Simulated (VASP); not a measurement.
# ZrSi31 (a cell with a defect) in VASP: single point with r2SCAN

Aim: the single point of ZrSi31 (a cell with a defect) with r2SCAN.

Everything below comes from runs of VASP 6.6.1. Logs are shortened: lines on timing, memory, paths and dates and some standing lists are left out, and cuts for length are marked.

## Step 1: The cell of the first run

The cell holds a defect, 64 atoms: a = 10.866 Å, b = 10.866 Å, c = 10.866 Å, α = 90.00°, β = 90.00°, γ = 90.00°.

## Step 2: Single point, r2SCAN

POSCAR

```
ZrSi31
1.0
   10.8655790000      0.0000000000      0.0000000000
    0.0000000000     10.8655790000      0.0000000000
    0.0000000000      0.0000000000     10.8655790000
Si Zr
62 2
Direct
    0.0019100000      0.9962660000      0.9963940000
    0.0066490000      0.0005010000      0.4982410000
    0.0066220000      0.4981310000      0.0005940000
    0.9876040000      0.5031010000      0.5031880000
    0.5003180000      0.9790840000      0.9792660000
    0.4999770000      0.0058250000      0.4899120000
    0.4999670000      0.4897890000      0.0059520000
    0.1237610000      0.1232520000      0.1233760000
    0.1292890000      0.1376690000      0.6206610000
    0.1293100000      0.6205230000      0.1377460000
    0.1234310000      0.6251100000      0.6252080000
    0.6260240000      0.1070650000      0.1072300000
    0.6214120000      0.1250600000      0.6244230000
    0.6213860000      0.6243300000      0.1251650000
    0.2496010000      0.2462820000      0.9973380000
    0.2632460000      0.2690860000      0.5038930000
    0.2480680000      0.7446020000      0.0029170000
    0.2559020000      0.7398960000      0.4963020000
    0.7529670000      0.2449730000      0.0011350000
    0.7461010000      0.2463570000      0.4960300000
    0.7506370000      0.7425360000      0.9982190000
    0.7201900000      0.7545310000      0.5174640000
    0.3685370000      0.3728340000      0.1279690000
    0.4116740000      0.3993170000      0.6153210000
    0.3762060000      0.8712180000      0.1229050000
    0.3742790000      0.8817830000      0.6119790000
    0.8792080000      0.3723520000      0.1246290000
    0.8594070000      0.3802940000      0.6332360000
    0.8745660000      0.8729850000      0.1208260000
    0.8758410000      0.8736600000      0.6185560000
    0.2495800000      0.9972030000      0.2464210000
    0.2480630000      0.0028160000      0.7447250000
    0.2632340000      0.5037610000      0.2691960000
    0.2559050000      0.4962250000      0.7400260000
    0.7530030000      0.0009990000      0.2451200000
    0.7506300000      0.9980910000      0.7426480000
    0.7461080000      0.4959450000      0.2464220000
    0.7200740000      0.5174020000      0.7545930000
    0.3685330000      0.1278340000      0.3729630000
    0.3762200000      0.1227220000      0.8713930000
    0.4116620000      0.6150780000      0.3995160000
    0.3743540000      0.6119200000      0.8818740000
    0.8792160000      0.1245260000      0.3724820000
    0.8745600000      0.1206990000      0.8731170000
    0.8594290000      0.6331400000      0.3803410000
    0.8757850000      0.6184220000      0.8737530000
    0.0051200000      0.2516910000      0.2518040000
    0.9947220000      0.2518730000      0.7482460000
    0.9947570000      0.7481240000      0.2519470000
    0.9971750000      0.7501120000      0.7502500000
    0.4891680000      0.2257250000      0.2258580000
    0.4990210000      0.2526940000      0.7503650000
    0.4989930000      0.7501770000      0.2528960000
    0.4220860000      0.8186760000      0.8187240000
    0.1238120000      0.3806560000      0.3807810000
    0.1286560000      0.3732230000      0.8707170000
    0.1286420000      0.8705800000      0.3733420000
    0.1293090000      0.8722770000      0.8723850000
    0.6112830000      0.3467210000      0.3467870000
    0.6268270000      0.3693170000      0.8802690000
    0.6268210000      0.8801400000      0.3694260000
    0.6369060000      0.8477300000      0.8478630000
    0.6727390000      0.5045000000      0.5045500000
    0.5197400000      0.6592960000      0.6592370000
```

INCAR.step1

```
SYSTEM = ZrSi31
PREC = Accurate ; ENCUT = 520
ISMEAR = -1 ; SIGMA = 0.05
LREAL = Auto ; LASPH = .True.
NELM = 60 ; ISYM = 0
NBANDS = 174 ; GGA = PE
ALGO = Normal ; EDIFF = 1E-4
LWAVE = .True. ; LCHARG = .False.
```

INCAR.step2

```
SYSTEM = ZrSi31
PREC = Accurate ; ENCUT = 520
EDIFF = 1E-6 ; ISMEAR = -1
SIGMA = 0.05 ; LREAL = Auto
LASPH = .True. ; NELM = 60
ALGO = Normal ; ISIF = 2
LWAVE = .False. ; LCHARG = .False.
METAGGA = R2SCAN ; LMIXTAU = .True.
ISYM = 0 ; NBANDS = 174
ISTART = 1
```

KPOINTS

```
Automatic mesh
0
Gamma
  1 1 1
  0.25 0.25 0.25
```

Potentials or basis: VASP PAW PBE potentials, release 64 (Si, Zr_sv).

Run with:

```
$ cat potpaw_PBE.64/Si/POTCAR potpaw_PBE.64/Zr_sv/POTCAR > POTCAR
$ cp INCAR.step1 INCAR
$ mpirun -np 1 vasp_std > vasp.out
$ cp INCAR.step2 INCAR
$ mpirun -np 1 vasp_std > vasp.out
```

OUTCAR:

```text
SYSTEM = ZrSi31
   PREC = Accurate
   ENCUT = 520
   EDIFF = 1E-6
   ISMEAR = -1
   LREAL = Auto
   LASPH = .True.
   NELM = 60
   ISIF = 2
   METAGGA = R2SCAN
   ISYM = 0
   ISTART = 1

 ion  position               nearest neighbor table
   1  0.002  0.996  0.996-  29 2.35  44 2.35  58 2.36   8 2.36
   2  0.007  0.001  0.498-  57 2.36  43 2.37  30 2.37   9 2.40
   3  0.007  0.498  0.001-  56 2.36  27 2.37  46 2.37  10 2.40
   4  0.988  0.503  0.503-  11 2.39  28 2.39  45 2.39  55 2.39  63 3.42
   5  0.500  0.979  0.979-  40 2.37  25 2.37  12 2.39  62 2.51  54 2.61
   6  0.500  0.006  0.490-  39 2.33  26 2.33  61 2.34  13 2.36
   7  0.500  0.490  0.006-  23 2.33  42 2.33  60 2.34  14 2.36
   8  0.124  0.123  0.123-  15 2.35  31 2.35  47 2.36   1 2.36
   9  0.129  0.138  0.621-  48 2.37  32 2.37   2 2.40  16 2.40
  10  0.129  0.621  0.138-  49 2.37  17 2.37   3 2.40  33 2.40
  11  0.123  0.625  0.625-  50 2.36  18 2.36  34 2.36   4 2.39
  12  0.626  0.107  0.107-  35 2.34  19 2.34  51 2.35   5 2.39
  13  0.621  0.125  0.624-  20 2.35  36 2.35   6 2.36  52 2.36
  14  0.621  0.624  0.125-  37 2.35  21 2.35   7 2.36  53 2.36
  15  0.250  0.246  0.997-  56 2.35   8 2.35  40 2.36  23 2.36
  16  0.263  0.269  0.504-  55 2.36  39 2.38   9 2.40  24 2.46
  17  0.248  0.745  0.003-  25 2.35  58 2.37  10 2.37  42 2.39  54 2.87
[... 21 lines left out ...]
  39  0.369  0.128  0.373-  51 2.32   6 2.33  31 2.36  16 2.38
  40  0.376  0.123  0.871-  52 2.35  32 2.35  15 2.36   5 2.37
  41  0.412  0.615  0.400-  53 2.37  18 2.41  33 2.46  64 3.09  63 3.29
  42  0.374  0.612  0.882-   7 2.33  34 2.37  17 2.39  54 2.41  64 2.93
  43  0.879  0.125  0.372-  47 2.35  35 2.37   2 2.37  20 2.38
  44  0.875  0.121  0.873-  19 2.35   1 2.35  48 2.36  36 2.37
  45  0.859  0.633  0.380-  49 2.38   4 2.39  37 2.42  22 2.50  63 2.81
  46  0.876  0.618  0.874-  21 2.34  50 2.36   3 2.37  38 2.40
  47  0.005  0.252  0.252-  43 2.35  27 2.35   8 2.36  55 2.36
  48  0.995  0.252  0.748-  44 2.36   9 2.37  56 2.37  28 2.38
  49  0.995  0.748  0.252-  29 2.36  10 2.37  57 2.37  45 2.38
  50  0.997  0.750  0.750-  11 2.36  58 2.36  30 2.36  46 2.36
  51  0.489  0.226  0.226-  59 2.28  23 2.32  39 2.32  12 2.35
  52  0.499  0.253  0.750-  40 2.35  60 2.35  13 2.36  24 2.36
  53  0.499  0.750  0.253-  25 2.35  61 2.35  14 2.36  41 2.37
  54  0.422  0.819  0.819-  62 2.38  26 2.41  42 2.41   5 2.61  64 2.67  32 2.87  17 2.87
  55  0.124  0.381  0.381-  33 2.36  16 2.36  47 2.36   4 2.39
  56  0.129  0.373  0.871-  15 2.35   3 2.36  48 2.37  34 2.39
  57  0.129  0.871  0.373-  31 2.35   2 2.36  49 2.37  18 2.39
  58  0.129  0.872  0.872-   1 2.36  50 2.36  32 2.37  17 2.37
  59  0.611  0.347  0.347-  51 2.28  37 2.44  20 2.44  63 2.51
  60  0.627  0.369  0.880-  19 2.33   7 2.34  38 2.34  52 2.35
  61  0.627  0.880  0.369-  35 2.33   6 2.34  22 2.34  53 2.35
  62  0.637  0.848  0.848-  21 2.35  36 2.35  54 2.38   5 2.51  64 3.16
[... 216 lines left out ...]
   NELECT =     272.0000    total number of electrons
   NUPDOWN=      -1.0000    fix difference up-down
   EMIN   =  10.00;   EMAX   =-10.00  energy-range for DOS
   EFERMI =   0.00;   METHOD = LEGACY
   ISMEAR =    -1;   SIGMA  =   0.05  broadening in eV -4-tet -1-fermi 0-gaus
   EFERMI_NEDOS =   21; number of points for ismear=-14 and -15
   IALGO  =     38    algorithm
   IMIX   =      4    mixing-type and parameters
     AMIX     =   0.40;   BMIX     =  1.00
     AMIX_MAG =   1.60;   BMIX_MAG =  1.00
  volume/ion in A,a.u.               =      20.04       135.26
  Fermi-wavevector in a.u.,A,eV,Ry     =   0.976214  1.844777 12.966261  0.952993
  Thomas-Fermi vector in A             =   2.106815
   LORBIT       =      0    0 simple, 1 ext, 2 COOP (PROOUT), +10 PAW based schemes
   METAGGA = R2SCAN    functional components
   LHFCALC =     F    Hartree Fock is set to
   AEXX    =    0.0000 exact exchange contribution
   IVDW    =     0    specifies the selected vdW correction
   LEPSILON=     F    determine dielectric tensor
   LRPA    =     F    only Hartree local field effects (RPA)
 non-spin polarized calculation
  energy-cutoff  :      520.00
  volume of cell :     1282.80
 maximum number of plane-waves:     34484
 NGX is ok and might be reduce to    84
   NGX = 41   NGY = 41   NGZ = 41

 number of electron     271.9999997 magnetization

 Free energy of the ion-electron system (eV)
  ---------------------------------------------------
  ext. energy  EPLUGINS =         0.00000000
  ---------------------------------------------------
  free energy    TOTEN  =      -585.09264526 eV

  energy without entropy =     -585.05650106  energy(sigma->0) =     -585.07457316

 E-fermi :   6.3365     XC(G=0):  -9.9767

 val. band max:        6.2304219894   @ k =   0.2500  -0.2500   0.2500
 cond. band min:       6.4364291096   @ k =  -0.2500   0.2500   0.2500
 fundamental gap:      0.2060071202
 Fermi energy:         6.3365497754

 k-point     1 :       0.2500    0.2500    0.2500
  band No.  band energies     occupation
      1     -44.6670      2.00000
      2     -44.5900      2.00000
      3     -22.2670      2.00000
      4     -22.1602      2.00000
      5     -22.1515      2.00000
      6     -22.0374      2.00000
[... 593 lines left out ...]
    147       7.6606      0.00000
    148       7.7031      0.00000
 [bands above 148 left out]

------------------------ aborting loop because EDIFF is reached ----------------------------------------

  FORCE on cell =-STRESS in cart. coord.  units (eV):
  Direction    XX          YY          ZZ          XY          YZ          ZX
  --------------------------------------------------------------------------------------
  -------------------------------------------------------------------------------------
  Total      -19.9178550     -0.8854178     -0.8781272     -1.6617084     -7.7660070     -1.6679586
  in kB      -24.8768008     -1.1058601     -1.0967544     -2.0754238     -9.6995087     -2.0832300
  external PRESSURE =      -9.0264718 kB  Pullay stress =       0.0000000 kB

 VOLUME and BASIS-vectors are now :
 -----------------------------------------------------------------------------
  energy-cutoff  :      520.00
  volume of cell :     1282.80
      direct lattice vectors                 reciprocal lattice vectors
    10.865579000  0.000000000  0.000000000     0.092033752  0.000000000  0.000000000
     0.000000000 10.865579000  0.000000000     0.000000000  0.092033752  0.000000000
     0.000000000  0.000000000 10.865579000     0.000000000  0.000000000  0.092033752

 POSITION                                       TOTAL-FORCE (eV/Angst)
 -----------------------------------------------------------------------------------
      0.02075     10.82501     10.82640         0.004849      0.036894      0.036198
      0.07225      0.00544      5.41368         0.051145      0.094393     -0.088701
      0.07195      5.41248      0.00645         0.051820     -0.091991      0.094570
     10.73089      5.46648      5.46743         0.139683      0.027919      0.027740
      5.43624     10.63831     10.64029         0.098795     -0.036982     -0.036656
      5.43254      0.06329      5.32318         0.017464      0.013907      0.148163
[... 56 lines left out ...]
      7.30970      5.48168      5.48223        -0.289658     -0.169424     -0.167064
      5.64728      7.16363      7.16299        -0.038067      0.084293      0.098539
 -----------------------------------------------------------------------------------
    total drift:                               -0.015214     -0.001299      0.002896

  FREE ENERGIE OF THE ION-ELECTRON SYSTEM (eV)
  ---------------------------------------------------
  free  energy   TOTEN  =      -585.0926452604 eV

  energy  without entropy=     -585.0565010631  energy(sigma->0) =     -585.07457316
```

Run time: 74 min. Hardware: 1 thread of Intel Xeon Platinum 8488C (Sapphire Rapids), shared host; peak memory 1.5 GiB.

What came out:

| Item | Value |
| --- | --- |
| Free energy | -585.0926 eV |
| Pressure | -0.9 GPa |
| Largest force | 0.388 eV/Å |
| Band gap on the k mesh | 0.21 eV |

Forces on the atoms (eV/Å):
```
Si   0.005  0.037  0.036
Si   0.051  0.094 -0.089
Si   0.052 -0.092  0.095
Si   0.140  0.028  0.028
Si   0.099 -0.037 -0.037
Si   0.017  0.014  0.148
Si   0.018  0.149  0.013
Si   0.008 -0.025 -0.025
Si  -0.123 -0.171  0.012
Si  -0.124  0.012 -0.170
Si  -0.078 -0.028 -0.027
Si   0.018  0.123  0.121
Si  -0.028 -0.034 -0.061
Si  -0.028 -0.062 -0.032
Si  -0.022  0.072  0.020
Si   0.064 -0.089 -0.101
Si   0.032 -0.015  0.022
Si   0.091  0.213 -0.021
Si   0.026  0.029  0.003
Si   0.022 -0.110 -0.168
Si   0.078  0.068 -0.047
Si   0.304  0.235 -0.018
Si  -0.099 -0.031 -0.043
Si  -0.191 -0.188  0.046
Si  -0.017 -0.014 -0.058
Si  -0.278  0.001 -0.025
Si  -0.030  0.056  0.035
Si   0.060 -0.051 -0.116
Si   0.003 -0.094  0.022
Si  -0.065 -0.003  0.104
Si  -0.019  0.020  0.071
Si   0.031  0.023 -0.016
Si   0.064 -0.101 -0.088
Si   0.091 -0.023  0.215
Si   0.023  0.003  0.028
Si   0.079 -0.046  0.070
Si   0.022 -0.170 -0.111
Si   0.306 -0.019  0.237
Si  -0.098 -0.042 -0.031
Si  -0.017 -0.057 -0.015
Si  -0.189  0.050 -0.194
Si  -0.280 -0.026 -0.004
Si  -0.030  0.036  0.056
Si   0.002  0.024 -0.096
Si   0.061 -0.117 -0.049
Si  -0.064  0.105 -0.004
Si  -0.002 -0.010 -0.010
Si   0.038  0.032  0.109
Si   0.037  0.108  0.033
Si   0.077 -0.020 -0.021
Si   0.132  0.081  0.082
Si   0.070  0.007  0.032
Si   0.069  0.033  0.004
Si   0.205 -0.048 -0.046
Si   0.016  0.005  0.005
Si  -0.115 -0.010 -0.105
Si  -0.114 -0.103 -0.012
Si  -0.208 -0.030 -0.028
Si   0.264  0.170  0.171
Si  -0.046 -0.059 -0.042
Si  -0.045 -0.042 -0.058
Si  -0.035  0.224  0.221
Zr  -0.290 -0.169 -0.167
Zr  -0.038  0.084  0.099
```

Stress tensor (GPa, compression positive):
```
-2.49 -0.21 -0.21
-0.21 -0.11 -0.97
-0.21 -0.97 -0.11
```

Caveat: the PAW data sets were made with another functional, which shifts forces and pressure a little.
